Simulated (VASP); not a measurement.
# SnO2 (P2_1) in VASP: further runs

Runs on SnO2. Level: PBE+D3(BJ). Tasks: single point.

All numbers are computed with VASP 6.6.1; they aren't measurements. Logs are shortened: lines on timing, memory, paths and dates and some standing lists are left out, and cuts for length are marked.

## (1) The cell of the first run

The structure is monoclinic, space group P2_1 (No. 4). The conventional cell has a = 3.211 Å, b = 10.337 Å, c = 3.211 Å, α = 90.00°, β = 120.00°, γ = 90.00°. Sn (site symmetry 1) has 6 O at 2.11 to 2.12 Å within 2.8 Å. Within 2.8 Å of O (site symmetry 1) lie 3 Sn at 2.11 to 2.12 Å and 3 O at 2.75 Å. O (site symmetry 1) has 3 Sn at 2.11 to 2.12 Å and 3 O at 2.75 Å within 2.8 Å.

## (2) Single point, PBE+D3(BJ) (atoms displaced along several vibrational modes)

The input, INCAR:

```
SYSTEM = SnO2
ALGO = Normal
EDIFF = 1E-6
ENCUT = 520
GGA = PE
ISIF = 2
ISMEAR = 0
IVDW = 12
LASPH = .True.
LCHARG = .False.
LREAL = .False.
LWAVE = .False.
NBANDS = 35
NELM = 60
PREC = Accurate
SIGMA = 0.05
```

The input, KPOINTS:

```
k-points
0
Gamma
  12 12 4
  0 0 0
```

The input, POSCAR:

```
SnO2
1.0
    3.2112908149      0.0000000000      0.0000000000
   -1.6056454074      2.7810594246      0.0000000000
    0.0000000000      0.0000000000     10.3366770592
Sn O
2 4
Direct
   -0.1024997539     -0.0750350276      0.5000000000
    0.1024997539      0.0750350276      0.0000000000
    0.5628784609      0.2573550935      0.4018520904
    0.7704548724      0.4093115732      0.0981479096
    0.2295451276      0.5906884268      0.5981479096
    0.4371215391      0.7426449065      0.9018520904
```

Potentials or basis: VASP PAW PBE potentials, release 64 (Sn_d, O).

Command:

```
> cat potpaw_PBE.64/Sn_d/POTCAR potpaw_PBE.64/O/POTCAR > POTCAR
> mpirun -np 1 vasp_std > vasp.out
```

OUTCAR:

```text
SYSTEM = SnO2
   EDIFF = 1E-6
   ENCUT = 520
   GGA = PE
   ISIF = 2
   ISMEAR = 0
   IVDW = 12
   LASPH = .True.
   LREAL = .False.
   NELM = 60
   PREC = Accurate
 IVDW          = 12

 ion  position               nearest neighbor table
   1  0.898  0.925  0.500-   3 2.11   5 2.11   5 2.11   3 2.11   3 2.12   5 2.12
   2  0.102  0.075  0.000-   6 2.11   4 2.11   4 2.11   6 2.11   6 2.12   4 2.12
   3  0.563  0.257  0.402-   1 2.11   1 2.11   1 2.12
   4  0.770  0.409  0.098-   2 2.11   2 2.11   2 2.12
   5  0.230  0.591  0.598-   1 2.11   1 2.11   1 2.12
   6  0.437  0.743  0.902-   2 2.11   2 2.11   2 2.12

  LATTYP: Found a hexagonal cell.
 ALAT       =     3.2112908149
 C/A-ratio  =     3.2188542412

  Lattice vectors:

 A1 = (   3.2112908149,   0.0000000000,   0.0000000000)
 A2 = (  -1.6056454074,   2.7810594246,   0.0000000000)
 A3 = (   0.0000000000,   0.0000000000,  10.3366770592)

Analysis of symmetry for initial positions (statically):
=====================================================================
 Subroutine PRICEL returns:
 Original cell was already a primitive cell.

 Routine SETGRP: Setting up the symmetry group for a
 hexagonal supercell.

 Subroutine GETGRP returns: Found  2 space group operations
 (whereof  1 operations were pure point group operations)
 out of a pool of 24 trial point group operations.

The static configuration has the point symmetry C_1 .
 The point group associated with its full space group is C_2 .

Analysis of symmetry for dynamics (positions and initial velocities):
=====================================================================
 Subroutine PRICEL returns:
 Original cell was already a primitive cell.

 Routine SETGRP: Setting up the symmetry group for a
 hexagonal supercell.

 Subroutine GETGRP returns: Found  2 space group operations
 (whereof  1 operations were pure point group operations)
 out of a pool of 24 trial point group operations.

The dynamic configuration has the point symmetry C_1 .
 The point group associated with its full space group is C_2 .

 Subroutine INISYM returns: Found  2 space group operations
 (whereof  1 operations are pure point group operations),
 and found     1 'primitive' translations

----------------------------------------------------------------------------------------

[... 93 lines left out ...]
   ICHARG =      2    charge: 1-file 2-atom 10-const
   ISPIN  =      1    spin polarized calculation?
   LNONCOLLINEAR =      F non collinear calculations
   LSORBIT =      F    spin-orbit coupling
   LASPH  =      T    aspherical Exc in radial PAW
   ENCUT  =  520.0 eV  38.22 Ry    6.18 a.u.   5.97  5.97 19.22*2*pi/ulx,y,z
   NELM   =     60;   NELMIN=  2; NELMDL= -5     # of ELM steps
   EDIFF  = 0.1E-05   stopping-criterion for ELM
   LREAL  =      F    real-space projection
[... 7 lines left out ...]
   TEBEG  =    0.0;   TEEND  =   0.0 temperature during run
   PSTRESS=    0.0 pullay stress
   NELECT =      52.0000    total number of electrons
   NUPDOWN=      -1.0000    fix difference up-down
   EMIN   =  10.00;   EMAX   =-10.00  energy-range for DOS
   EFERMI =   0.00;   METHOD = LEGACY
   ISMEAR =     0;   SIGMA  =   0.05  broadening in eV -4-tet -1-fermi 0-gaus
   EFERMI_NEDOS =   21; number of points for ismear=-14 and -15
   IALGO  =     38    algorithm
   IMIX   =      4    mixing-type and parameters
     AMIX     =   0.40;   BMIX     =  1.00
     AMIX_MAG =   1.60;   BMIX_MAG =  1.00
  volume/ion in A,a.u.               =      15.39       103.83
  Fermi-wavevector in a.u.,A,eV,Ry     =   1.352028  2.554962 24.871171  1.827980
  Thomas-Fermi vector in A             =   2.479401
   LORBIT       =      0    0 simple, 1 ext, 2 COOP (PROOUT), +10 PAW based schemes
   GGA     = PE    functional components
   LHFCALC =     F    Hartree Fock is set to
   AEXX    =    0.0000 exact exchange contribution
   IVDW    =    12    specifies the selected vdW correction
   LEPSILON=     F    determine dielectric tensor
   LRPA    =     F    only Hartree local field effects (RPA)
 non-spin polarized calculation
 Gauss-broadening in eV      SIGMA  =   0.05
  energy-cutoff  :      520.00
  volume of cell :       92.31
 maximum number of plane-waves:      2520
   NGX = 11   NGY = 11   NGZ = 39

 number of electron      51.9999991 magnetization

 Free energy of the ion-electron system (eV)
  ---------------------------------------------------
  ext. energy  EPLUGINS =         0.00000000
  ---------------------------------------------------
  free energy    TOTEN  =       -36.32359383 eV

  energy without entropy =      -36.32359383  energy(sigma->0) =      -36.32359383

 E-fermi :   2.9831     XC(G=0):  -9.5284

 val. band max:        2.6773928110   @ k =  -0.2500   0.4167   0.0000
 cond. band min:       4.7745563936   @ k =   0.0000   0.0000   0.0000
 fundamental gap:      2.0971635825
 Fermi energy:         2.9830674963

 k-point     1 :       0.0000    0.0000    0.0000
  band No.  band energies     occupation
      1     -17.3916      2.00000
      2     -17.3904      2.00000
      3     -17.1615      2.00000
      4     -17.1614      2.00000
      5     -17.1614      2.00000
      6     -17.1613      2.00000
[... 901 lines left out ...]
     34      14.1367      0.00000
     35      14.6603      0.00000

 [... further k-points ...]

------------------------ aborting loop because EDIFF is reached ----------------------------------------

 Edisp (eV)   -0.98735

 E8    (eV) :    -0.3865

  FORCE on cell =-STRESS in cart. coord.  units (eV):
  Direction    XX          YY          ZZ          XY          YZ          ZX
  --------------------------------------------------------------------------------------
  -------------------------------------------------------------------------------------
  Total       0.47513     0.47699    -0.10344     0.03261     0.00000     0.00000
  in kB       8.24624     8.27844    -1.79528     0.56590     0.00000     0.00000
  external pressure =        4.91 kB  Pullay stress =        0.00 kB

 VOLUME and BASIS-vectors are now :
 -----------------------------------------------------------------------------
  energy-cutoff  :      520.00
  volume of cell :       92.31
      direct lattice vectors                 reciprocal lattice vectors
     3.211290815  0.000000000  0.000000000     0.311401258  0.179787600  0.000000000
    -1.605645407  2.781059425  0.000000000     0.000000000  0.359575200  0.000000000
     0.000000000  0.000000000 10.336677059     0.000000000  0.000000000  0.096742889

 POSITION                                       TOTAL-FORCE (eV/Angst)
 -----------------------------------------------------------------------------------
      1.39697      2.57238      5.16834        -0.040874     -0.040374      0.001097
      0.20868      0.20868      0.00000         0.040874      0.040374      0.001097
      1.39435      0.71572      4.15382        -0.002359     -0.000053     -0.073486
      1.81695      1.13832      1.01452        -0.002470      0.000278      0.072389
     -0.21130      1.64274      6.18286         0.002470     -0.000278      0.072389
      0.21130      2.06534      9.32215         0.002359      0.000053     -0.073486
 -----------------------------------------------------------------------------------
    total drift:                               -0.000000     -0.000000      0.000011

  FREE ENERGIE OF THE ION-ELECTRON SYSTEM (eV)
  ---------------------------------------------------
  free  energy   TOTEN  =       -37.3109451251 eV

  energy  without entropy=      -37.3109451251  energy(sigma->0) =      -37.31094513
```

Run time: 17 min. Hardware: 1 thread of Intel Xeon 8259CL, shared host; peak memory 0.62 GiB.

What came out:

| Property | Result |
| --- | --- |
| Free energy | -37.3109 eV |
| Pressure | 0.5 GPa |
| Largest force | 0.074 eV/Å |
| Band gap on the k mesh | 2.10 eV (least direct gap 2.45 eV) |
| Dispersion energy per atom | -0.165 eV |

Forces on the atoms (eV/Å):
```
Sn  -0.041 -0.040  0.001
Sn   0.041  0.040  0.001
O   -0.002  0.000 -0.073
O   -0.002  0.000  0.072
O    0.002  0.000  0.072
O    0.002  0.000 -0.073
```

Stress tensor (GPa, compression positive):
```
 0.82  0.06  0.00
 0.06  0.83  0.00
 0.00  0.00 -0.18
```

Caveat: the cell differs from its parent crystal (atoms displaced along several vibrational modes); spin-orbit coupling is left out, which moves the levels of the heavy elements. A k mesh can miss the band edges.

## (3) Single point, PBE+D3(BJ) (atoms displaced along several vibrational modes)

The input, INCAR:

```
SYSTEM = SnO2
PREC     = Accurate       ! precision mode
ENCUT    = 520            ! plane-wave cutoff, eV
EDIFF    = 1E-6           ! SCF threshold, eV
ISMEAR   = 0              ! smearing method
SIGMA    = 0.05           ! smearing width, eV
LREAL    = .FALSE.        ! projectors in reciprocal space
LASPH    = .TRUE.         ! aspherical terms in the spheres
NELM     = 100            ! most SCF steps
ALGO     = Normal         ! electronic algorithm
ISIF     = 2              ! what is computed and relaxed
LWAVE    = .FALSE.        ! write WAVECAR
LCHARG   = .TRUE.         ! write CHGCAR
GGA      = PE             ! functional
IVDW     = 12             ! dispersion correction
LELF     = .TRUE.         ! ELF
LVHAR    = .TRUE.       
NBANDS   = 35             ! bands
```

The input, KPOINTS:

```
Automatic mesh
0
G
  12 12 4
  0 0 0
```

The input, POSCAR:

```
SnO2
1.0
    3.2112908149      0.0000000000      0.0000000000
   -1.6056454074      2.7810594246      0.0000000000
    0.0000000000      0.0000000000     10.3366770592
Sn O
2 4
Direct
   -0.2324949876     -0.0750350276      0.5000000000
    0.2324949876      0.0750350276      0.0000000000
    0.4312491491      0.2573550935      0.4018520904
    0.9020841843      0.4093115732      0.0981479096
    0.0979158157      0.5906884268      0.5981479096
    0.5687508509      0.7426449065      0.9018520904
```

Potentials or basis: VASP PAW PBE potentials, release 64 (Sn_d, O).

Command:

```
> cat potpaw_PBE.64/Sn_d/POTCAR potpaw_PBE.64/O/POTCAR > POTCAR
> mpirun -np 1 vasp_std > vasp.out
```

Run time: 8.4 min. Hardware: 1 thread of Intel Xeon Platinum 8488C (Sapphire Rapids), shared host; peak memory 0.62 GiB.

Results (log left out):

```
Free energy                : -37.3515 eV
Pressure                   : 0.3 GPa
Largest force              : 0.123 eV/Å
Band gap on the k mesh     : 2.19 eV (least direct gap 2.50 eV)
Dispersion energy per atom : -0.165 eV
```

Forces on the atoms (eV/Å):
```
Sn  -0.116 -0.039  0.009
Sn   0.116  0.039  0.009
O    0.040  0.007 -0.107
O   -0.043 -0.016  0.098
O    0.043  0.016  0.098
O   -0.040 -0.007 -0.107
```

Stress tensor (GPa, compression positive):
```
 1.12  0.05  0.00
 0.05  0.88  0.00
 0.00  0.00 -1.03
```

Levels at points of the mesh, in eV from the valence-band top:
```
           k point  band 22  band 23  band 24  band 25  band 26  band 27  band 28  band 29  band 30  band 31
(0.00, 0.00, 0.00)    -0.83    -0.82    -0.82    -0.80    -0.31     2.19     3.07     5.63     5.87    10.73
(0.50, 0.00, 0.00)    -1.26    -0.51    -0.46    -0.27    -0.19     5.34     5.37     7.30     7.39    10.41
(0.00, 0.50, 0.00)    -1.17    -0.51    -0.46    -0.42    -0.05     5.31     5.41     7.11     7.68    10.12
(0.50, 0.50, 0.00)    -1.22    -0.49    -0.47    -0.35    -0.12     5.33     5.39     7.19     7.53    10.26
(0.00, 0.00, 0.50)    -0.82    -0.82    -0.82    -0.70    -0.70     2.65     2.65     5.77     5.77    10.81
(0.50, 0.00, 0.50)    -1.29    -0.49    -0.49    -0.24    -0.24     5.36     5.36     7.34     7.34    10.53
(0.00, 0.50, 0.50)    -1.30    -0.48    -0.48    -0.23    -0.23     5.37     5.37     7.38     7.38    10.31
(0.50, 0.50, 0.50)    -1.29    -0.49    -0.49    -0.24    -0.24     5.36     5.36     7.35     7.35    10.45
```

Caveat: the cell differs from its parent crystal (atoms displaced along several vibrational modes); spin-orbit coupling is left out, which moves the levels of the heavy elements.
